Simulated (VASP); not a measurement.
# Cr in VASP: a series of runs

Runs on Cr. Level: PBEsol. Tasks: single point, relaxation of cell and atoms.

All numbers are computed with VASP 6.6.1; they aren't measurements. Logs are shortened: lines on timing, memory, paths and dates and some standing lists are left out, and cuts for length are marked.

### 1 The cell of the first run

It takes space group Fmmm (No. 69, orthorhombic). Conventional cell: a = 2.750 Å, b = 3.936 Å, c = 8.584 Å, α = 90.00°, β = 90.00°, γ = 90.00°. Cr (site symmetry mm2) has 11 Cr at 2.26 to 2.83 Å within 3.0 Å.

### 2 Single point, PBEsol

The input, INCAR:

```
ALGO = Fast
EDIFF = 1E-6
ENCUT = 520
GGA = PS
ISIF = 2
ISMEAR = 0
LASPH = True
LCHARG = False
LREAL = False
LWAVE = False
NBANDS = 19
NELM = 80
PREC = Accurate
SIGMA = 0.1
```

The input, KPOINTS:

```
k-points
0
Gamma
  8 8 8
```

The input, POSCAR:

```
Cr
1.0
    0.0000000000      1.9679603613      4.2919206281
    1.3748338084      0.0000000000      4.2919206281
    1.3748338084      1.9679603613      0.0000000000
Cr
2
Direct
    0.1317571488      0.1317571488      0.8682428512
    0.8682428512      0.8682428512      0.1317571488
```

Potentials or basis: VASP PAW PBE potentials, release 64 (Cr_pv).

The run is started by

```bash
cat potpaw_PBE.64/Cr_pv/POTCAR > POTCAR
mpirun -np 1 vasp_std > vasp.out
```

OUTCAR:

```text
EDIFF = 1E-6
   ENCUT = 520
   GGA = PS
   ISIF = 2
   ISMEAR = 0
   LASPH = True
   LREAL = False
   NELM = 80
   PREC = Accurate

 ion  position               nearest neighbor table
   1  0.132  0.132  0.868-   2 2.26   2 2.45   2 2.45   2 2.83   2 2.83
   2  0.868  0.868  0.132-   1 2.26   1 2.45   1 2.45   1 2.83   1 2.83

  LATTYP: Found a face centered orthorhombic cell.
 ALAT       =     2.7496676168
 B/A-ratio  =     1.4314169096
 C/A-ratio  =     3.1217741387

  Lattice vectors:

 A1 = (   0.0000000000,   1.9679603613,   4.2919206281)
 A2 = (   1.3748338084,   0.0000000000,   4.2919206281)
 A3 = (   1.3748338084,   1.9679603613,   0.0000000000)

Analysis of symmetry for initial positions (statically):
=====================================================================
 Subroutine PRICEL returns:
 Original cell was already a primitive cell.

 Routine SETGRP: Setting up the symmetry group for a
 face centered orthorhombic supercell.

 Subroutine GETGRP returns: Found  8 space group operations
 (whereof  8 operations were pure point group operations)
 out of a pool of  8 trial point group operations.

The static configuration has the point symmetry D_2h.

Analysis of symmetry for dynamics (positions and initial velocities):
=====================================================================
 Subroutine PRICEL returns:
 Original cell was already a primitive cell.

 Routine SETGRP: Setting up the symmetry group for a
 face centered orthorhombic supercell.

 Subroutine GETGRP returns: Found  8 space group operations
 (whereof  8 operations were pure point group operations)
 out of a pool of  8 trial point group operations.

The dynamic configuration has the point symmetry D_2h.

 Subroutine INISYM returns: Found  8 space group operations
 (whereof  8 operations are pure point group operations),
 and found     1 'primitive' translations

----------------------------------------------------------------------------------------

                                     Primitive cell

  volume of cell :      23.2246

  direct lattice vectors                    reciprocal lattice vectors
     0.000000000  1.967960361  4.291920628    -0.363680320  0.254070158  0.116497961
     1.374833808  0.000000000  4.291920628     0.363680320 -0.254070158  0.116497961
     1.374833808  1.967960361  0.000000000     0.363680320  0.254070158 -0.116497961

  length of vectors
     4.721594081  4.506745020  2.400632413     0.458679404  0.458679404  0.458679404

  position of ions in fractional coordinates (direct lattice)
     0.131757149  0.131757149  0.868242851
     0.868242851  0.868242851  0.131757149

  ion indices of the primitive-cell ions
   primitive index   ion index
                 1           1
                 2           2

----------------------------------------------------------------------------------------

 KPOINTS: k-points

Automatic generation of k-mesh.
 Grid dimensions read from file:
 generate k-points for:    8    8    8

 Generating k-lattice:

  Cartesian coordinates                     Fractional coordinates (reciprocal lattice)
    -0.045460040  0.031758770  0.014562245     0.125000000  0.000000000  0.000000000
     0.045460040 -0.031758770  0.014562245     0.000000000  0.125000000  0.000000000
     0.045460040  0.031758770 -0.014562245     0.000000000  0.000000000  0.125000000

  Length of vectors
     0.057334925  0.057334925  0.057334925

  Shift w.r.t. Gamma in fractional coordinates (k-lattice)
     0.000000000  0.000000000  0.000000000

 Subroutine IBZKPT returns following result:
 ===========================================

 Found     95 irreducible k-points:

 Following reciprocal coordinates:
            Coordinates               Weight
  0.000000  0.000000  0.000000      1.000000
  0.125000  0.000000 -0.000000      8.000000
  0.250000  0.000000 -0.000000      8.000000
  0.375000  0.000000 -0.000000      8.000000
  0.500000  0.000000 -0.000000      4.000000
  0.125000  0.125000  0.000000      2.000000
[... 16 lines left out ...]
  0.250000  0.000000  0.125000      8.000000
  0.375000  0.000000  0.125000      8.000000
 [... further k-points ...]
   k-points           NKPTS =     95   k-points in BZ     NKDIM =     95   number of bands    NBANDS=     19
   number of dos      NEDOS =    301   number of ions     NIONS =      2
   total plane-waves  NPLWV =  23328
   dimension x,y,z NGX =    36 NGY =   36 NGZ =   18
   dimension x,y,z NGXF=    72 NGYF=   72 NGZF=   36
   ions per type =               2
   NGX,Y,Z   is equivalent  to a cutoff of  12.68, 13.28, 12.47 a.u.
   NGXF,Y,Z  is equivalent  to a cutoff of  25.35, 26.56, 24.93 a.u.
 SYSTEM =  unknown system
   PREC   = accura    normal or accurate (medium, high low for compatibility)
   ISTART =      0    job   : 0-new  1-cont  2-samecut
   ICHARG =      2    charge: 1-file 2-atom 10-const
   ISPIN  =      1    spin polarized calculation?
   LNONCOLLINEAR =      F non collinear calculations
   LSORBIT =      F    spin-orbit coupling
   LASPH  =      T    aspherical Exc in radial PAW
   ENCUT  =  520.0 eV  38.22 Ry    6.18 a.u.   8.78  8.38  4.46*2*pi/ulx,y,z
   NELM   =     80;   NELMIN=  2; NELMDL= -5     # of ELM steps
   EDIFF  = 0.1E-05   stopping-criterion for ELM
   LREAL  =      F    real-space projection
   EDIFFG = 0.1E-04   stopping-criterion for IOM
   NSW    =      0    number of steps for IOM
   IBRION =     -1    ionic relax: 0-MD 1-quasi-New 2-CG
   NFREE  =      0    steps in history (QN), initial steepest desc. (CG)
   ISIF   =      2    stress and relaxation
   ISYM   =      2    0-nonsym 1-usesym 2-fastsym
   POTIM  = 0.5000    time-step for ionic-motion
   TEBEG  =    0.0;   TEEND  =   0.0 temperature during run
   PSTRESS=    0.0 pullay stress
   NELECT =      24.0000    total number of electrons
   NUPDOWN=      -1.0000    fix difference up-down
   EMIN   =  10.00;   EMAX   =-10.00  energy-range for DOS
   EFERMI =   0.00;   METHOD = LEGACY
   ISMEAR =     0;   SIGMA  =   0.10  broadening in eV -4-tet -1-fermi 0-gaus
   EFERMI_NEDOS =   21; number of points for ismear=-14 and -15
   IALGO  =     68    algorithm
   IMIX   =      4    mixing-type and parameters
     AMIX     =   0.40;   BMIX     =  1.00
     AMIX_MAG =   1.60;   BMIX_MAG =  1.00
  volume/ion in A,a.u.               =      11.61        78.36
  Fermi-wavevector in a.u.,A,eV,Ry     =   1.655119  3.127721 37.272047  2.739418
  Thomas-Fermi vector in A             =   2.743270
   LORBIT       =      0    0 simple, 1 ext, 2 COOP (PROOUT), +10 PAW based schemes
   GGA     = PS    functional components
   LHFCALC =     F    Hartree Fock is set to
   AEXX    =    0.0000 exact exchange contribution
   IVDW    =     0    specifies the selected vdW correction
   LEPSILON=     F    determine dielectric tensor
   LRPA    =     F    only Hartree local field effects (RPA)
 non-spin polarized calculation
 RMM-DIIS sequential band-by-band and
 Gauss-broadening in eV      SIGMA  =   0.10
  energy-cutoff  :      520.00
  volume of cell :       23.22
 maximum number of plane-waves:       637
   NGX = 17   NGY = 17   NGZ =  9

 number of electron      23.9999993 magnetization

 Free energy of the ion-electron system (eV)
  ---------------------------------------------------
  ext. energy  EPLUGINS =         0.00000000
  ---------------------------------------------------
  free energy    TOTEN  =       -19.47707786 eV

  energy without entropy =      -19.46681812  energy(sigma->0) =      -19.47194799

 E-fermi :  10.8125     XC(G=0): -13.7384

 val. band max:       10.8074155065   @ k =   0.3750   0.0000   0.2500
 cond. band min:      10.8137315966   @ k =   0.5000   0.1250   0.2500
 fundamental gap:      0.0063160901
 Fermi energy:        10.8124733999

 k-point     1 :       0.0000    0.0000    0.0000
  band No.  band energies     occupation
      1     -32.6893      2.00000
      2     -31.7428      2.00000
      3     -31.6676      2.00000
      4     -31.5646      2.00000
      5     -31.5041      2.00000
      6     -31.4912      2.00000
[... 11 lines left out ...]
     18      12.8434      0.00000
     19      19.6162      0.00000

 k-point     2 :       0.1250    0.0000   -0.0000
  band No.  band energies     occupation
      1     -32.6448      2.00000
      2     -31.8345      2.00000
      3     -31.7620      2.00000
      4     -31.6081      2.00000
      5     -31.5592      2.00000
      6     -31.4954      2.00000
[... 11 lines left out ...]
     18      13.8309      0.00000
     19      19.7997      0.00000

 k-point     3 :       0.2500    0.0000   -0.0000
  band No.  band energies     occupation
      1     -32.5418      2.00000
      2     -32.1265      2.00000
      3     -32.0296      2.00000
      4     -31.6581      2.00000
      5     -31.6062      2.00000
      6     -31.5185      2.00000
[... 11 lines left out ...]
     18      15.6084      0.00000
     19      20.4818      0.00000

 k-point     4 :       0.3750    0.0000   -0.0000
  band No.  band energies     occupation
      1     -32.5090      2.00000
      2     -32.4371      2.00000
      3     -32.2109      2.00000
      4     -31.7125      2.00000
      5     -31.6157      2.00000
      6     -31.5537      2.00000
[... 11 lines left out ...]
     18      16.3109      0.00000
     19      19.9812      0.00000

 k-point     5 :       0.5000    0.0000   -0.0000
  band No.  band energies     occupation
      1     -32.5784      2.00000
      2     -32.5515      2.00000
      3     -32.2069      2.00000
      4     -31.7395      2.00000
      5     -31.6137      2.00000
      6     -31.5752      2.00000
[... 11 lines left out ...]
     18      15.4762      0.00000
     19      18.3646      0.00000
[... 334 lines left out ...]
      2     -32.0193      2.00000
      3     -31.8087      2.00000
      4     -31.6004      2.00000
      5     -31.5668      2.00000
      6     -31.5020      2.00000
[... 11 lines left out ...]
     18      13.5851      0.00000
     19      18.1957      0.00000

 k-point    22 :       0.1250    0.0000    0.1250
  band No.  band energies     occupation
      1     -32.6468      2.00000
      2     -31.8031      2.00000
      3     -31.7332      2.00000
      4     -31.7257      2.00000
      5     -31.6464      2.00000
      6     -31.4762      2.00000
[... 11 lines left out ...]
     18      14.1242      0.00000
     19      19.6724      0.00000

 k-point    23 :       0.2500    0.0000    0.1250
  band No.  band energies     occupation
      1     -32.5742      2.00000
      2     -32.0444      2.00000
      3     -32.0076      2.00000
      4     -31.7246      2.00000
      5     -31.6962      2.00000
      6     -31.4799      2.00000
[... 11 lines left out ...]
     18      15.8167      0.00000
     19      19.9962      0.00000

 k-point    24 :       0.3750    0.0000    0.1250
  band No.  band energies     occupation
      1     -32.5083      2.00000
      2     -32.3566      2.00000
      3     -32.2475      2.00000
      4     -31.7584      2.00000
      5     -31.7042      2.00000
      6     -31.5124      2.00000
[... 11 lines left out ...]
     18      17.1007      0.00000
     19      20.7828      0.00000

 [... further k-points ...]
[... 5 lines left out ...]
  --------------------------------------------------------------------------------------
  -------------------------------------------------------------------------------------
  Total       -0.0658242     -0.0581362     -0.0572163      0.0000000      0.0000000      0.0000000
  in kB       -4.5409597     -4.0105978     -3.9471397      0.0000000      0.0000000      0.0000000
  external PRESSURE =      -4.1662324 kB  Pullay stress =       0.0000000 kB

 VOLUME and BASIS-vectors are now :
 -----------------------------------------------------------------------------
  energy-cutoff  :      520.00
  volume of cell :       23.22
      direct lattice vectors                 reciprocal lattice vectors
     0.000000000  1.967960361  4.291920628    -0.363680320  0.254070158  0.116497961
     1.374833808  0.000000000  4.291920628     0.363680320 -0.254070158  0.116497961
     1.374833808  1.967960361  0.000000000     0.363680320  0.254070158 -0.116497961

 POSITION                                       TOTAL-FORCE (eV/Angst)
 -----------------------------------------------------------------------------------
      1.37483      1.96796      1.13098         0.000000     -0.000000      0.000799
      1.37483      1.96796      7.45286         0.000000      0.000000     -0.000799
 -----------------------------------------------------------------------------------
    total drift:                                0.000000      0.000000      0.000000

  FREE ENERGIE OF THE ION-ELECTRON SYSTEM (eV)
  ---------------------------------------------------
  free  energy   TOTEN  =       -19.4770778567 eV

  energy  without entropy=      -19.4668181201  energy(sigma->0) =      -19.47194799
```

Wall time 27 s (1 thread of Intel Xeon 6975P-C (Granite Rapids), shared host); peak memory 0.17 GiB.

What came out:

```yaml
Free_energy: -19.4771 eV
Pressure: -0.4 GPa
Band_gap_on_the_k_mesh: zero (band 12 reaches 11.48 eV, above the bottom of band 13 at 10.41 eV)
```

Caveat: the k points lie up to 0.36 Å⁻¹ apart; the PAW data sets were made with another functional, which shifts forces and pressure a little; the run has no spin polarisation, though such a crystal can be magnetic. Spin polarisation is off, so any magnetic state and its effect on volume and gap are missing.

[end of part 1 of 2]
